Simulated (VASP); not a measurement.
# MnSb (Fm-3m) in VASP: notebook

Aim: see how the results for MnSb move with the level of theory and the settings. Levels: PBE-based screened hybrid with 20 % exact exchange, PBEsol. Tasks: single point.

Program: VASP 6.6.1. These are calculated values, not measurements. Logs are shortened: lines on timing, memory, paths and dates and some standing lists are left out, and cuts for length are marked.

## Step 1: The cell of the first run

The structure is cubic, space group Fm-3m (No. 225). The conventional cell has a = 5.590 Å, b = 5.590 Å, c = 5.590 Å, α = 90.00°, β = 90.00°, γ = 90.00°. Within 3.7 Å of Sb (site symmetry m-3m) lie 6 Mn at 2.80 Å. Within 3.7 Å of Mn (site symmetry m-3m) lie 6 Sb at 2.80 Å.

## Step 2: Single point, PBE-based screened hybrid with 20 % exact exchange, collinear spin, ferromagnetic start

POSCAR reads:

```
MnSb
1.0
    0.0000000000      2.7950160000      2.7950160000
    2.7950160000      0.0000000000      2.7950160000
    2.7950160000      2.7950160000      0.0000000000
Sb Mn
1 1
Direct
    0.5000000000      0.5000000000      0.5000000000
    0.0000000000      0.0000000000      0.0000000000
```

INCAR.step1 reads:

```
  PREC = Accurate
  ENCUT = 520
  EDIFF = 1E-5
  ISMEAR = -1
  SIGMA = 0.05
  LREAL = F
  LASPH = T
  NELM = 150
  ALGO = Normal
  ISIF = 2
  LWAVE = T
  LCHARG = F
  ISPIN = 2
  MAGMOM = 0 4
  LORBIT = 11
  LMAXMIX = 4
  NBANDS = 20
  GGA = PE
```

INCAR.step2 reads:

```
  PREC = Accurate
  ENCUT = 520
  EDIFF = 1E-6
  ISMEAR = -1
  SIGMA = 0.05
  LREAL = F
  LASPH = T
  NELM = 150
  ALGO = Normal
  ISIF = 2
  LWAVE = F
  LCHARG = F
  ISPIN = 2
  MAGMOM = 0 4
  LORBIT = 11
  LMAXMIX = 4
  GGA = PE
  LHFCALC = T
  AEXX = 0.2
  HFSCREEN = 0.2
  PRECFOCK = Normal
  NBANDS = 20
  ISTART = 1
```

KPOINTS reads:

```
regular mesh
0
Gamma
  4 4 4
```

Potentials or basis: VASP PAW PBE potentials, release 64 (Sb, Mn_pv).

On the command line:

```sh
$ cat potpaw_PBE.64/Sb/POTCAR potpaw_PBE.64/Mn_pv/POTCAR > POTCAR
$ cp INCAR.step1 INCAR
$ mpirun -np 1 vasp_std > vasp.out
$ cp INCAR.step2 INCAR
$ mpirun -np 1 vasp_std > vasp.out
```

OUTCAR:

```text
PREC = Accurate
   ENCUT = 520
   EDIFF = 1E-6
   ISMEAR = -1
   LREAL = F
   LASPH = T
   NELM = 150
   ISIF = 2
   ISPIN = 2
   LORBIT = 11
   GGA = PE
   LHFCALC = T
   AEXX = 0.2
   HFSCREEN = 0.2
   PRECFOCK = Normal
   ISTART = 1

 ion  position               nearest neighbor table
   1  0.500  0.500  0.500-   2 2.80   2 2.80   2 2.80   2 2.80   2 2.80   2 2.80
   2  0.000  0.000  0.000-   1 2.80   1 2.80   1 2.80   1 2.80   1 2.80   1 2.80

  LATTYP: Found a face centered cubic cell.
 ALAT       =     5.5900320000

  Lattice vectors:

 A1 = (   0.0000000000,   2.7950160000,   2.7950160000)
 A2 = (   2.7950160000,   0.0000000000,   2.7950160000)
 A3 = (   2.7950160000,   2.7950160000,   0.0000000000)

Analysis of symmetry for initial positions (statically):
=====================================================================
 Subroutine PRICEL returns:
 Original cell was already a primitive cell.

 Routine SETGRP: Setting up the symmetry group for a
 face centered cubic supercell.

 Subroutine GETGRP returns: Found 48 space group operations
 (whereof 48 operations were pure point group operations)
 out of a pool of 48 trial point group operations.

The static configuration has the point symmetry O_h .

Analysis of symmetry for dynamics (positions and initial velocities):
=====================================================================
 Subroutine PRICEL returns:
 Original cell was already a primitive cell.

 Routine SETGRP: Setting up the symmetry group for a
 face centered cubic supercell.

 Subroutine GETGRP returns: Found 48 space group operations
 (whereof 48 operations were pure point group operations)
 out of a pool of 48 trial point group operations.

The dynamic configuration has the point symmetry O_h .

Analysis of structural, dynamic, and magnetic symmetry:
=====================================================================
 Subroutine PRICEL returns:
 Original cell was already a primitive cell.

 Routine SETGRP: Setting up the symmetry group for a
 face centered cubic supercell.

 Subroutine GETGRP returns: Found 48 space group operations
 (whereof 48 operations were pure point group operations)
 out of a pool of 48 trial point group operations.

The overall configuration has the point symmetry O_h .

 Subroutine INISYM returns: Found 48 space group operations
 (whereof 48 operations are pure point group operations),
 and found     1 'primitive' translations

----------------------------------------------------------------------------------------

                                     Primitive cell

  volume of cell :      43.6700

  direct lattice vectors                    reciprocal lattice vectors
     0.000000000  2.795016000  2.795016000    -0.178889853  0.178889853  0.178889853
     2.795016000  0.000000000  2.795016000     0.178889853 -0.178889853  0.178889853
     2.795016000  2.795016000  0.000000000     0.178889853  0.178889853 -0.178889853

  length of vectors
     3.952749534  3.952749534  3.952749534     0.309846314  0.309846314  0.309846314

  position of ions in fractional coordinates (direct lattice)
     0.500000000  0.500000000  0.500000000
     0.000000000  0.000000000  0.000000000

  ion indices of the primitive-cell ions
   primitive index   ion index
                 1           1
                 2           2

----------------------------------------------------------------------------------------

 KPOINTS: regular mesh

Automatic generation of k-mesh.
 Grid dimensions read from file:
 generate k-points for:    4    4    4

 Generating k-lattice:

  Cartesian coordinates                     Fractional coordinates (reciprocal lattice)
    -0.044722463  0.044722463  0.044722463     0.250000000  0.000000000  0.000000000
     0.044722463 -0.044722463  0.044722463     0.000000000  0.250000000  0.000000000
     0.044722463  0.044722463 -0.044722463     0.000000000  0.000000000  0.250000000

  Length of vectors
     0.077461578  0.077461578  0.077461578

  Shift w.r.t. Gamma in fractional coordinates (k-lattice)
     0.000000000  0.000000000  0.000000000

 Subroutine IBZKPT returns following result:
 ===========================================

 Found      8 irreducible k-points:

 Following reciprocal coordinates:
            Coordinates               Weight
  0.000000  0.000000  0.000000      1.000000
  0.250000  0.000000  0.000000      8.000000
  0.500000  0.000000  0.000000      4.000000
  0.250000  0.250000  0.000000      6.000000
  0.500000  0.250000  0.000000     24.000000
 -0.250000  0.250000  0.000000     12.000000
  0.500000  0.500000  0.000000      3.000000
 -0.250000  0.500000  0.250000      6.000000
   k-points           NKPTS =      8   k-points in BZ     NKDIM =     64   number of bands    NBANDS=     20
   number of dos      NEDOS =    301   number of ions     NIONS =      2
   total plane-waves  NPLWV =  27000
   dimension x,y,z NGX =    30 NGY =   30 NGZ =   30
   dimension x,y,z NGXF=    60 NGYF=   60 NGZF=   60
   ions per type =               1   1
   NGX,Y,Z   is equivalent  to a cutoff of  12.62, 12.62, 12.62 a.u.
   NGXF,Y,Z  is equivalent  to a cutoff of  25.23, 25.23, 25.23 a.u.
 SYSTEM =  unknown system
   PREC   = accura    normal or accurate (medium, high low for compatibility)
   ISTART =      1    job   : 0-new  1-cont  2-samecut
   ICHARG =      0    charge: 1-file 2-atom 10-const
   ISPIN  =      2    spin polarized calculation?
   LNONCOLLINEAR =      F non collinear calculations
   LSORBIT =      F    spin-orbit coupling
   LASPH  =      T    aspherical Exc in radial PAW
   ENCUT  =  520.0 eV  38.22 Ry    6.18 a.u.   7.35  7.35  7.35*2*pi/ulx,y,z
   NELM   =    150;   NELMIN=  2; NELMDL=  0     # of ELM steps
   EDIFF  = 0.1E-05   stopping-criterion for ELM
   LREAL  =      F    real-space projection
   EDIFFG = 0.1E-04   stopping-criterion for IOM
   NSW    =      0    number of steps for IOM
   IBRION =     -1    ionic relax: 0-MD 1-quasi-New 2-CG
   NFREE  =      0    steps in history (QN), initial steepest desc. (CG)
   ISIF   =      2    stress and relaxation
   ISYM   =      3    0-nonsym 1-usesym 2-fastsym
   POTIM  = 0.5000    time-step for ionic-motion
   TEBEG  =    0.0;   TEEND  =   0.0 temperature during run
   PSTRESS=    0.0 pullay stress
   NELECT =      18.0000    total number of electrons
   NUPDOWN=      -1.0000    fix difference up-down
   EMIN   =  10.00;   EMAX   =-10.00  energy-range for DOS
   EFERMI =   0.00;   METHOD = LEGACY
   ISMEAR =    -1;   SIGMA  =   0.05  broadening in eV -4-tet -1-fermi 0-gaus
   EFERMI_NEDOS =   21; number of points for ismear=-14 and -15
   IALGO  =     38    algorithm
   IMIX   =      1    mixing-type and parameters
     AMIX     =   0.40;   BMIX     =  1.00
     AMIX_MAG =   1.60;   BMIX_MAG =  1.00
  volume/ion in A,a.u.               =      21.83       147.35
  Fermi-wavevector in a.u.,A,eV,Ry     =   1.218348  2.302344 20.196106  1.484372
  Thomas-Fermi vector in A             =   2.353638
   LORBIT       =     11    0 simple, 1 ext, 2 COOP (PROOUT), +10 PAW based schemes
   GGA     = PE    functional components
   LHFCALC =     T    Hartree Fock is set to
   PRECFOCK=normal    Normal, Fast or Accurate (Low or Medium for compatibility)
   ENCUT4O =  -1.0   cutoff for four orbital integrals eV
   NKREDX  =     1    reduce k-point grid by
   NKREDY  =     1    reduce k-point grid by
   NKREDZ  =     1    reduce k-point grid by
   AEXX    =    0.2000 exact exchange contribution
   HFSCREEN=    0.2000 screening length (either q_TF or 0.3 A-1)
   HFSCREENC=   0.2000 screening length for correlation (either q_TF or 0.3 A-1)
   ENCUTFOCK=  -1.0 apply spherical cutoff to Coloumb kernel
   IVDW    =     0    specifies the selected vdW correction
   LEPSILON=     F    determine dielectric tensor
   LRPA    =     F    only Hartree local field effects (RPA)
 spin polarized calculation
  energy-cutoff  :      520.00
  volume of cell :       43.67
 maximum number of plane-waves:      1243
 NGX is ok and might be reduce to    30
  NGX = 24; NGY = 24; NGZ = 24

 number of electron      17.9999988 magnetization       4.0896773

 Free energy of the ion-electron system (eV)
  ---------------------------------------------------
  ext. energy  EPLUGINS =         0.00000000
  ---------------------------------------------------
  free energy    TOTEN  =       -17.23389054 eV

  energy without entropy =      -17.22203931  energy(sigma->0) =      -17.22796493

 E-fermi :   7.5036     XC(G=0):  -9.0901

 val. band max:        7.4106943142   @ k =   0.2500   0.2500   0.0000
 cond. band min:       7.5910832021   @ k =   0.5000   0.2500   0.0000
 fundamental gap:      0.1803888879
 Fermi energy:         7.5036256202

 spin component 1

 k-point     1 :       0.0000    0.0000    0.0000
  band No.  band energies     occupation
      1     -46.7970      1.00000
      2     -46.7970      1.00000
      3     -46.7970      1.00000
      4      -4.9939      1.00000
      5       2.5593      1.00000
      6       2.5593      1.00000
[... 12 lines left out ...]
     19      17.7272      0.00000
[... 144 lines left out ...]
      3     -46.7971      1.00000
      4      -2.0786      1.00000
      5       2.1559      1.00000
      6       2.1559      1.00000
[... 12 lines left out ...]
     19      23.0824      0.00000
     20      24.2360      0.00000
 Fermi energy:         7.5036256202

 spin component 2

 k-point     1 :       0.0000    0.0000    0.0000
  band No.  band energies     occupation
      1     -41.0172      1.00000
      2     -41.0172      1.00000
      3     -41.0172      1.00000
      4      -5.0436      1.00000
      5       8.7729      0.00000
      6       8.7729      0.00000
[... 12 lines left out ...]
     19      18.7772      0.00000
[... 145 lines left out ...]
      4      -2.1522      1.00000
      5       3.4336      1.00000
      6       3.4337      1.00000
[... 12 lines left out ...]
     19      22.8058      0.00000
     20      24.4829      0.00000

------------------------ aborting loop because EDIFF is reached ----------------------------------------

  FORCE on cell =-STRESS in cart. coord.  units (eV):
  Direction    XX          YY          ZZ          XY          YZ          ZX
  --------------------------------------------------------------------------------------
  -------------------------------------------------------------------------------------
  Total        1.0796268      1.0796268      1.0796268      0.0000000      0.0000000      0.0000000
  in kB       39.6096801     39.6096801     39.6096801      0.0000000      0.0000000      0.0000000
  external PRESSURE =      39.6096801 kB  Pullay stress =       0.0000000 kB

 VOLUME and BASIS-vectors are now :
 -----------------------------------------------------------------------------
  energy-cutoff  :      520.00
  volume of cell :       43.67
      direct lattice vectors                 reciprocal lattice vectors
     0.000000000  2.795016000  2.795016000    -0.178889853  0.178889853  0.178889853
     2.795016000  0.000000000  2.795016000     0.178889853 -0.178889853  0.178889853
     2.795016000  2.795016000  0.000000000     0.178889853  0.178889853 -0.178889853

 POSITION                                       TOTAL-FORCE (eV/Angst)
 -----------------------------------------------------------------------------------
      2.79502      2.79502      2.79502         0.000000      0.000000      0.000000
      0.00000      0.00000      0.00000        -0.000000     -0.000000     -0.000000
 -----------------------------------------------------------------------------------
    total drift:                               -0.000001     -0.000002     -0.000001

  FREE ENERGIE OF THE ION-ELECTRON SYSTEM (eV)
  ---------------------------------------------------
  free  energy   TOTEN  =       -17.2338905415 eV

  energy  without entropy=      -17.2220393141  energy(sigma->0) =      -17.22796493

 total charge

# of ion       s       p       d       tot
------------------------------------------
    1        1.172   1.483   0.028   2.683
    2        0.282   6.197   4.926  11.405
--------------------------------------------------
tot          1.454   7.681   4.954  14.088

 magnetization (x)

# of ion       s       p       d       tot
------------------------------------------
    1        0.023  -0.251   0.011  -0.217
    2        0.075   0.031   4.095   4.202
--------------------------------------------------
tot          0.098  -0.220   4.106   3.985
```

It took 23 min on 1 thread of AMD EPYC 7R43 (Zen 3), shared host; peak memory 0.28 GiB.

What came out:

| Property | Result |
| --- | --- |
| Free energy | -17.2339 eV |
| Pressure | 4.0 GPa |
| Net moment | 4.09 μB per cell |
| Site moments | Sb -0.22; Mn +4.20 μB |
| Valence electrons inside the program's atomic spheres | Sb 2.68; Mn 11.40 |

Caveat: the k points lie up to 0.49 Å⁻¹ apart; the PAW data sets were made with another functional, which shifts forces and pressure a little; spin-orbit coupling is left out, which moves the levels of the heavy elements; a cell with one magnetic atom can't hold antiferromagnetic order, which such compounds often take.

## Step 3: Single point, PBEsol, collinear spin, ferromagnetic start

INCAR reads:

```
ALGO = Normal ; EDIFF = 1E-7
ENCUT = 520 ; GGA = PS
ISIF = 2 ; ISMEAR = 0
ISPIN = 2 ; LASPH = T
LCHARG = T ; LELF = T
LMAXMIX = 4 ; LORBIT = 11
LREAL = F ; LVHAR = T
LWAVE = F ; MAGMOM = 0 4
NBANDS = 20 ; NELM = 150
PREC = Accurate ; SIGMA = 0.02
```

KPOINTS reads:

```
k-points
0
Gamma
  8 8 8
```

POSCAR is that of step 2.

Potentials or basis: VASP PAW PBE potentials, release 64 (Sb, Mn_pv).

On the command line:

```sh
$ cat potpaw_PBE.64/Sb/POTCAR potpaw_PBE.64/Mn_pv/POTCAR > POTCAR
$ mpirun -np 1 vasp_std > vasp.out
```

Wall time 40 s (1 thread of Intel Xeon 6975P-C (Granite Rapids), shared host); peak memory 0.2 GiB.

It converged, with:

```yaml
Free_energy: -13.7873 eV
Pressure: -3.9 GPa
Net_moment: 3.86 μB per cell
Site_moments: Sb -0.10; Mn +3.76 μB
Valence_electrons_inside_the_program's_atomic_spheres: Sb 2.47; Mn 11.46
```

Levels at points of the mesh, in eV from the Fermi level:
Spin up:
| k point | band 8 | band 9 | band 10 | band 11 | band 12 | band 13 | band 14 | band 15 |
| --- | --- | --- | --- | --- | --- | --- | --- | --- |
| (0.00, 0.00, 0.00) | -2.76 | -2.76 | 1.35 | 1.35 | 1.35 | 4.97 | 8.11 | 8.21 |
| (0.50, 0.00, 0.00) | -2.61 | -2.61 | -2.27 | 2.77 | 2.77 | 4.00 | 4.87 | 4.87 |
| (0.50, 0.50, 0.00) | -2.50 | -2.50 | -1.69 | -1.47 | -1.47 | 0.95 | 4.86 | 12.53 |
Spin down:
```tsv
k point	band 4	band 5	band 6	band 7	band 8	band 9	band 10	band 11
(0.00, 0.00, 0.00)	-11.36	0.24	0.24	0.29	0.29	0.29	1.40	1.40
(0.50, 0.00, 0.00)	-9.29	-5.46	-1.76	-1.76	0.96	0.96	1.15	4.22
(0.50, 0.50, 0.00)	-8.92	-4.47	-1.30	-1.30	-0.67	0.55	1.03	1.23
```

Caveat: the cell stands under tension; the PAW data sets were made with another functional, which shifts forces and pressure a little; spin-orbit coupling is left out, which moves the levels of the heavy elements; a cell with one magnetic atom can't hold antiferromagnetic order, which such compounds often take.
